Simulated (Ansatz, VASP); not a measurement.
## One calculation of Sb2P3H, two programs

```xyz
6
Lattice="-2.5633 2.5633 5.2308 2.5633 -2.5633 5.2308 2.5633 2.5633 -5.2308" Properties=species:S:1:pos:R:3 pbc="T T T"
Sb    0.0000    2.5633    0.0000
Sb    2.5633    0.0000    0.0000
H     0.0000    0.0000    5.2308
P     0.0000    2.5633    2.6154
P     2.5633    0.0000    2.6154
P     0.0000    0.0000    0.0000
```

Alike in both runs: functional PBE; k mesh 4 × 4 × 4; occupations gaussian, width 0.1 eV; no spin polarisation.

Ansatz relaxed the structure, and its values are those at the end. VASP's run is a single point on that final structure, the one shown.

```csv
,VASP,Ansatz
version,VASP 6.6.1,Ansatz 0.2.0
potentials or method,"VASP PAW PBE potentials, release 64 (Sb, H, P), cutoff 520 eV","scalar-relativistic, plane waves, PAW"
valence electrons in the cell,26,46
```

|  | VASP | Ansatz | Ansatz less VASP |
| --- | --- | --- | --- |
| gap on the k mesh at the Fermi level (eV) | none | none | - |
| pressure (GPa) | -0.3 | -0.3 | -0.01 |

A gap of «none» marks a metal or a gap that the smearing closes. VASP's potentials hold 26 valence electrons a cell and Ansatz's 46, so a difference there can come from the potentials and not from the codes.

The k mesh is coarse, so the values compare programs but aren't converged. Neither program's run includes spin-orbit coupling.
